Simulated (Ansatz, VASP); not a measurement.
One calculation of ZrC, two programs

```xyz
2
Lattice="-0.0470 2.3267 2.3267 2.3267 -0.0470 2.3267 2.3267 2.3267 -0.0470" Properties=species:S:1:pos:R:3 pbc="T T T"
Zr    2.3032    2.3032    2.3032
C     0.0000    0.0000    0.0000
```

Change from the starting cell: equal xy, yz and zx shear strains of -2 %.

Alike in both runs: task single point; functional PBE; k mesh 15 × 15 × 15; occupations fermi-dirac, width 0.05 eV; no spin polarisation.

|  | VASP | Ansatz |
| --- | --- | --- |
| version | VASP 6.6.1 | Ansatz 0.2.0 |
| potentials or method | VASP PAW PBE potentials, release 64 (Zr_sv, C), cutoff 520 eV | all-electron LAPW, scalar-relativistic |

Ansatz gave:

```
pressure (GPa)                                                : 1.3
traceless stress, the component that is largest in VASP (GPa) : 2.98
```

**Question.** Estimate VASP's values.

**Answer.** Pressure (GPa): 1.5; traceless stress, the component that is largest in VASP (GPa): 2.98.

Ansatz ran all-electron here, and VASP with PAW potentials.
